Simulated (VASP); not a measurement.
Set up this calculation in VASP 6.6.1, as the native input.

| Item | Value |
| --- | --- |
| Task | relaxation of the atoms |
| Functional | LDA |
| Potentials or basis | VASP PAW LDA potentials, release 64 (B, N) |
| Cutoff | 520 eV |
| k mesh | 9 × 9 × 9 |
| Occupations | gaussian, width 0.02 eV |
| Spin | no spin polarisation |
| Dipole correction | no |
| Further INCAR settings | ALGO = Normal; EDIFF = 1e-07; IBRION = 2; EDIFFG = -0.002; NSW = 60 |

The structure of BN (lda) lies in POSCAR:

```
BN
1.0
    0.0209197678      1.7839756734      1.7839756734
    1.7839756734      0.0209197678      1.7839756734
    1.7839756734      1.7839756734      0.0209197678
B N
1 1
Direct
    0.0002179651      0.0002179651      0.0002179651
    0.2497820349      0.2497820349      0.2497820349
```

This cell differs from its parent crystal: strained cell.

The input as run:

INCAR

```
SYSTEM = BN
  PREC = Accurate
  ENCUT = 520
  EDIFF = 1E-7
  ISMEAR = 0
  SIGMA = 0.02
  LREAL = .FALSE.
  LASPH = .TRUE.
  NELM = 120
  ALGO = Normal
  ISIF = 2
  LWAVE = .FALSE.
  LCHARG = .FALSE.
  GGA = CA
  IBRION = 2
  NSW = 60
  EDIFFG = -0.002
  GGA_COMPAT = .FALSE.
  NELMIN = 4
```

KPOINTS

```
regular mesh
0
G
  9 9 9
  0 0 0
```

Potentials or basis: VASP PAW LDA potentials, release 64 (B, N).

Launch:

```console
$ cat potpaw_LDA.64/B/POTCAR potpaw_LDA.64/N/POTCAR > POTCAR
$ mpirun -np 1 vasp_std > vasp.out
```

It gave:

```
Energy gained by relaxing : 0.0 meV/atom
Ionic steps               : 3
Pressure after relaxing   : 13.2 GPa
Band gap on the k mesh    : 4.52 eV, indirect (least direct gap 8.54 eV)
```

Caveat: the cell differs from its parent crystal (strained cell).

Wall time 18 s on 1 thread of Intel Xeon 8259CL, on a shared host, peak memory 0.11 GiB.
